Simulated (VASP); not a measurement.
# As in VASP: further runs

The runs below take As through single point, with PBE+D3(BJ).

All numbers are computed with VASP 6.6.1; they aren't measurements. Logs are shortened: lines on timing, memory, paths and dates and some standing lists are left out, and cuts for length are marked.

**1. The cell of the first run**

The cell holds a slab with vacuum, 4 atoms: a = 3.571 Å, b = 3.571 Å, c = 20.295 Å, α = 90.00°, β = 90.00°, γ = 120.00°.

**2. Single point, PBE+D3(BJ)**

INCAR reads:

```
  PREC = Accurate
  ENCUT = 520
  EDIFF = 1E-6
  ISMEAR = 0
  SIGMA = 0.05
  LREAL = F
  LASPH = T
  NELM = 60
  ALGO = Normal
  ISIF = 2
  LWAVE = F
  LCHARG = F
  LDIPOL = T
  IDIPOL = 3
  DIPOL = 0.5 0.5 0.369
  GGA = PE
  IVDW = 12
  NBANDS = 18
```

KPOINTS reads:

```
regular mesh
0
Gamma
  9 9 1
```

POSCAR reads:

```
As
1.0
    3.5713380906      0.0000000000      0.0000000000
   -1.7856690453      3.0928695120      0.0000000000
    0.0000000000      0.0000000000     20.2952802043
As
4
Direct
    0.3333333333      0.6666666667      0.2905917062
    0.6666666667      0.3333333333      0.2217264287
    1.0000000000      0.3333333333      0.5166363853
    0.6666666667      0.6666666667      0.4477711079
```

Potentials or basis: VASP PAW PBE potentials, release 64 (As).

The run is started by

```sh
cat potpaw_PBE.64/As/POTCAR > POTCAR
mpirun -np 1 vasp_std > vasp.out
```

OUTCAR:

```text
PREC = Accurate
   ENCUT = 520
   EDIFF = 1E-6
   ISMEAR = 0
   LREAL = F
   LASPH = T
   NELM = 60
   ISIF = 2
   GGA = PE
   IVDW = 12
 IVDW          = 12

 ion  position               nearest neighbor table
   1  0.333  0.667  0.291-   2 2.49   2 2.49   2 2.49
   2  0.667  0.333  0.222-   1 2.49   1 2.49   1 2.49
   3  0.000  0.333  0.517-   4 2.49   4 2.49   4 2.49
   4  0.667  0.667  0.448-   3 2.49   3 2.49   3 2.49

  LATTYP: Found a hexagonal cell.
 ALAT       =     3.5713380906
 C/A-ratio  =     5.6828224294

  Lattice vectors:

 A1 = (   3.5713380906,   0.0000000000,   0.0000000000)
 A2 = (  -1.7856690453,   3.0928695120,   0.0000000000)
 A3 = (   0.0000000000,   0.0000000000,  20.2952802043)

Analysis of symmetry for initial positions (statically):
=====================================================================
 Subroutine PRICEL returns:
 Original cell was already a primitive cell.

 Routine SETGRP: Setting up the symmetry group for a
 hexagonal supercell.

 Subroutine GETGRP returns: Found  2 space group operations
 (whereof  1 operations were pure point group operations)
 out of a pool of 24 trial point group operations.

The static configuration has the point symmetry C_1 .
 The point group associated with its full space group is C_2 .

Analysis of symmetry for dynamics (positions and initial velocities):
=====================================================================
 Subroutine PRICEL returns:
 Original cell was already a primitive cell.

 Routine SETGRP: Setting up the symmetry group for a
 hexagonal supercell.

 Subroutine GETGRP returns: Found  2 space group operations
 (whereof  1 operations were pure point group operations)
 out of a pool of 24 trial point group operations.

The dynamic configuration has the point symmetry C_1 .
 The point group associated with its full space group is C_2 .

 Subroutine INISYM returns: Found  2 space group operations
 (whereof  1 operations are pure point group operations),
 and found     1 'primitive' translations

----------------------------------------------------------------------------------------

                                     Primitive cell

  volume of cell :     224.1752

  direct lattice vectors                    reciprocal lattice vectors
     3.571338091  0.000000000  0.000000000     0.280007094  0.161662171  0.000000000
    -1.785669045  3.092869512  0.000000000     0.000000000  0.323324342  0.000000000
     0.000000000  0.000000000 20.295280204     0.000000000  0.000000000  0.049272540

  length of vectors
     3.571338091  3.571338091 20.295280204     0.323324342  0.323324342  0.049272540

  position of ions in fractional coordinates (direct lattice)
     0.333333333  0.666666667  0.290591706
     0.666666667  0.333333333  0.221726429
     0.000000000  0.333333333  0.516636385
     0.666666667  0.666666667  0.447771108

  ion indices of the primitive-cell ions
   primitive index   ion index
                 1           1
                 2           2
                 3           3
                 4           4

----------------------------------------------------------------------------------------

 KPOINTS: regular mesh

Automatic generation of k-mesh.
 Grid dimensions read from file:
 generate k-points for:    9    9    1

 Generating k-lattice:

  Cartesian coordinates                     Fractional coordinates (reciprocal lattice)
     0.031111899  0.017962463  0.000000000     0.111111111  0.000000000  0.000000000
     0.000000000  0.035924927  0.000000000     0.000000000  0.111111111  0.000000000
     0.000000000  0.000000000  0.049272540     0.000000000  0.000000000  1.000000000

  Length of vectors
     0.035924927  0.035924927  0.049272540

  Shift w.r.t. Gamma in fractional coordinates (k-lattice)
     0.000000000  0.000000000  0.000000000

 Subroutine IBZKPT returns following result:
 ===========================================

 Found     25 irreducible k-points:

 Following reciprocal coordinates:
            Coordinates               Weight
  0.000000  0.000000  0.000000      1.000000
  0.111111  0.000000  0.000000      4.000000
  0.000000  0.111111  0.000000      2.000000
  0.222222  0.000000  0.000000      4.000000
  0.000000  0.222222  0.000000      2.000000
  0.333333  0.000000  0.000000      4.000000
[... 16 lines left out ...]
 -0.222222 -0.444444  0.000000      4.000000
  0.444444  0.333333  0.000000      4.000000
   k-points           NKPTS =     25   k-points in BZ     NKDIM =     25   number of bands    NBANDS=     18
   number of dos      NEDOS =    301   number of ions     NIONS =      4
   total plane-waves  NPLWV = 125440
   dimension x,y,z NGX =    28 NGY =   28 NGZ =  160
   dimension x,y,z NGXF=    56 NGYF=   56 NGZF=  320
   ions per type =               4
   NGX,Y,Z   is equivalent  to a cutoff of  13.03, 13.03, 13.11 a.u.
   NGXF,Y,Z  is equivalent  to a cutoff of  26.07, 26.07, 26.21 a.u.
 SYSTEM =  unknown system
   PREC   = accura    normal or accurate (medium, high low for compatibility)
   ISTART =      0    job   : 0-new  1-cont  2-samecut
   ICHARG =      2    charge: 1-file 2-atom 10-const
   ISPIN  =      1    spin polarized calculation?
   LNONCOLLINEAR =      F non collinear calculations
   LSORBIT =      F    spin-orbit coupling
   LASPH  =      T    aspherical Exc in radial PAW
   ENCUT  =  520.0 eV  38.22 Ry    6.18 a.u.   6.64  6.64 37.74*2*pi/ulx,y,z
   NELM   =     60;   NELMIN=  2; NELMDL= -5     # of ELM steps
   EDIFF  = 0.1E-05   stopping-criterion for ELM
   LREAL  =      F    real-space projection
   EDIFFG = 0.1E-04   stopping-criterion for IOM
   NSW    =      0    number of steps for IOM
   IBRION =     -1    ionic relax: 0-MD 1-quasi-New 2-CG
   NFREE  =      0    steps in history (QN), initial steepest desc. (CG)
   ISIF   =      2    stress and relaxation
   ISYM   =      2    0-nonsym 1-usesym 2-fastsym
   POTIM  = 0.5000    time-step for ionic-motion
   TEBEG  =    0.0;   TEEND  =   0.0 temperature during run
   PSTRESS=    0.0 pullay stress
   NELECT =      20.0000    total number of electrons
   NUPDOWN=      -1.0000    fix difference up-down
   EMIN   =  10.00;   EMAX   =-10.00  energy-range for DOS
   EFERMI =   0.00;   METHOD = LEGACY
   ISMEAR =     0;   SIGMA  =   0.05  broadening in eV -4-tet -1-fermi 0-gaus
   EFERMI_NEDOS =   21; number of points for ismear=-14 and -15
   IALGO  =     38    algorithm
   IMIX   =      4    mixing-type and parameters
     AMIX     =   0.40;   BMIX     =  1.00
     AMIX_MAG =   1.60;   BMIX_MAG =  1.00
  volume/ion in A,a.u.               =      56.04       378.20
  Fermi-wavevector in a.u.,A,eV,Ry     =   0.731513  1.382360  7.280639  0.535112
  Thomas-Fermi vector in A             =   1.823749
   LORBIT       =      0    0 simple, 1 ext, 2 COOP (PROOUT), +10 PAW based schemes
   GGA     = PE    functional components
   LHFCALC =     F    Hartree Fock is set to
   AEXX    =    0.0000 exact exchange contribution
   IVDW    =    12    specifies the selected vdW correction
   LEPSILON=     F    determine dielectric tensor
   LRPA    =     F    only Hartree local field effects (RPA)
 non-spin polarized calculation
 Gauss-broadening in eV      SIGMA  =   0.05
  energy-cutoff  :      520.00
  volume of cell :      224.18
 maximum number of plane-waves:      6099
   NGX = 13   NGY = 13   NGZ = 75

 dipolmoment           0.000000      0.000000      0.000026 electrons x Angstroem

 number of electron      20.0000001 magnetization

 dipolmoment           0.000000      0.000000     -0.000001 electrons x Angstroem

 Free energy of the ion-electron system (eV)
  ---------------------------------------------------
  ext. energy  EPLUGINS =         0.00000000
  ---------------------------------------------------
  free energy    TOTEN  =       -18.57419811 eV

  energy without entropy =      -18.57419811  energy(sigma->0) =      -18.57419811

 E-fermi :  -0.8866     XC(G=0):  -4.6410

 val. band max:       -1.1551677491   @ k =   0.0000   0.1111   0.0000
 cond. band min:      -0.3500488690   @ k =   0.0000   0.3333   0.0000
 fundamental gap:      0.8051188802
 Fermi energy:        -0.8866482060

 k-point     1 :       0.0000    0.0000    0.0000
  band No.  band energies     occupation
      1     -15.2843      2.00000
      2     -15.1592      2.00000
      3      -9.2548      2.00000
      4      -8.4775      2.00000
      5      -2.9837      2.00000
      6      -1.5702      2.00000
[... 10 lines left out ...]
     17       3.2804      0.00000
     18       3.5414      0.00000

 k-point     2 :       0.1111    0.0000    0.0000
  band No.  band energies     occupation
      1     -15.1162      2.00000
      2     -14.9914      2.00000
      3      -9.1990      2.00000
      4      -8.4741      2.00000
      5      -3.1688      2.00000
      6      -2.9037      2.00000
[... 10 lines left out ...]
     17       3.5034      0.00000
     18       3.7547      0.00000

 k-point     3 :       0.0000    0.1111    0.0000
  band No.  band energies     occupation
      1     -15.1166      2.00000
      2     -14.9911      2.00000
      3      -9.2043      2.00000
      4      -8.4686      2.00000
      5      -3.1662      2.00000
      6      -2.8450      2.00000
[... 10 lines left out ...]
     17       3.5027      0.00000
     18       3.7519      0.00000

 k-point     4 :       0.2222    0.0000    0.0000
  band No.  band energies     occupation
      1     -14.6208      2.00000
      2     -14.4977      2.00000
      3      -9.1693      2.00000
      4      -8.6466      2.00000
      5      -4.8003      2.00000
      6      -4.4442      2.00000
[... 375 lines left out ...]
      4     -10.7235      2.00000
      5      -5.7294      2.00000
      6      -5.6119      2.00000
[... 10 lines left out ...]
     17       5.7487      0.00000
     18       6.0879      0.00000

 k-point    23 :      -0.2222   -0.4444    0.0000
  band No.  band energies     occupation
      1     -12.4998      2.00000
      2     -12.3678      2.00000
      3     -10.8480      2.00000
      4     -10.7122      2.00000
      5      -5.7126      2.00000
      6      -5.6120      2.00000
[... 10 lines left out ...]
     17       5.7262      0.00000
     18       5.9736      0.00000

 k-point    24 :       0.4444    0.3333    0.0000
  band No.  band energies     occupation
      1     -12.4804      2.00000
      2     -12.3850      2.00000
      3     -10.8435      2.00000
      4     -10.7171      2.00000
      5      -5.7329      2.00000
      6      -5.6103      2.00000
[... 10 lines left out ...]
     17       5.7463      0.00000
     18       6.2292      0.00000

 [... further k-points ...]

------------------------ aborting loop because EDIFF is reached ----------------------------------------

 vacuum level on the upper side and lower side of the slab       (xc-potential included)        -0.148        -0.148

 Edisp (eV)   -1.10383

 E8    (eV) :    -0.4823

  FORCE on cell =-STRESS in cart. coord.  units (eV):
  Direction    XX          YY          ZZ          XY          YZ          ZX
  --------------------------------------------------------------------------------------
  -------------------------------------------------------------------------------------
  Total       0.64916     0.23423     0.44488     0.00000     0.00000     0.58040
  in kB       4.63955     1.67407     3.17958     0.00000     0.00000     4.14811
  external pressure =        3.16 kB  Pullay stress =        0.00 kB

 VOLUME and BASIS-vectors are now :
 -----------------------------------------------------------------------------
  energy-cutoff  :      520.00
  volume of cell :      224.18
      direct lattice vectors                 reciprocal lattice vectors
     3.571338091  0.000000000  0.000000000     0.280007094  0.161662171  0.000000000
    -1.785669045  3.092869512  0.000000000     0.000000000  0.323324342  0.000000000
     0.000000000  0.000000000 20.295280204     0.000000000  0.000000000  0.049272540

 POSITION                                       TOTAL-FORCE (eV/Angst)
 -----------------------------------------------------------------------------------
     -0.00000      2.06191      5.89764        -0.099252      0.005157      0.023273
      1.78567      1.03096      4.50000        -0.044103     -0.005157     -0.088988
     -0.59522      1.03096     10.48528         0.044103     -0.005157      0.088988
      1.19045      2.06191      9.08764         0.099252      0.005157     -0.023273
 -----------------------------------------------------------------------------------
    total drift:                               -0.000001      0.000061     -0.000021

  FREE ENERGIE OF THE ION-ELECTRON SYSTEM (eV)
  ---------------------------------------------------
  free  energy   TOTEN  =       -19.6780315884 eV

  energy  without entropy=      -19.6780315884  energy(sigma->0) =      -19.67803159

 vacuum level on the upper side and lower side of the slab         3.665         3.665
```

Wall time 2.6 min (1 thread of AMD EPYC 9R45 (Zen 5), shared host); peak memory 0.33 GiB.

Results:

```
Free energy                : -19.6780 eV
Largest force              : 0.102 eV/Å
Band gap on the k mesh     : 0.81 eV, indirect (least direct gap 1.39 eV)
Dispersion energy per atom : -0.276 eV
```

Forces on the atoms (eV/Å):
```
As  -0.099  0.005  0.023
As  -0.044 -0.005 -0.089
As   0.044 -0.005  0.089
As   0.099  0.005 -0.023
```

**3. Single point, PBE+D3(BJ)**

INCAR reads:

```
ALGO = Normal
DIPOL = 0.5 0.5 0.382
EDIFF = 1E-6
ENCUT = 520
GGA = PE
IDIPOL = 3
ISIF = 2
ISMEAR = 0
IVDW = 12
LASPH = T
LCHARG = F
LDIPOL = T
LREAL = F
LWAVE = F
NBANDS = 18
NELM = 60
PREC = Accurate
SIGMA = 0.05
```

KPOINTS reads:

```
k-points
0
Gamma
  9 9 1
```

POSCAR: that of step 2 with these lines changed.

```diff
@@ -10,3 +10,3 @@
     0.6666666667      0.3333333333      0.2217264287
-    1.0000000000      0.3333333333      0.5166363853
-    0.6666666667      0.6666666667      0.4477711079
+    1.0000000000      0.3333333333      0.5427508314
+    0.6666666667      0.6666666667      0.4738855539
```

Potentials or basis: VASP PAW PBE potentials, release 64 (As).

The run is started by

```sh
cat potpaw_PBE.64/As/POTCAR > POTCAR
mpirun -np 1 vasp_std > vasp.out
```

Wall time 2.1 min (1 thread of AMD EPYC 9R45 (Zen 5), shared host); peak memory 0.33 GiB.

Results (log left out):

- Free energy: -19.6700 eV
- Largest force: 0.140 eV/Å
- Band gap on the k mesh: 1.27 eV, indirect (least direct gap 1.76 eV)
- Dispersion energy per atom: -0.258 eV

Forces in eV/Å, atoms in the order of the input:
```
As  -0.024  0.002  0.138
As  -0.011 -0.002 -0.073
As   0.011 -0.002  0.073
As   0.024  0.002 -0.138
```

Levels at points of the mesh, in eV from the valence-band top:
```tsv
k point	band 7	band 8	band 9	band 10	band 11	band 12	band 13	band 14
(0.00, 0.00, 0.00)	-0.02	-0.02	0.00	0.00	1.90	2.34	3.48	3.48
```

(Continued in part 2 of 2.)
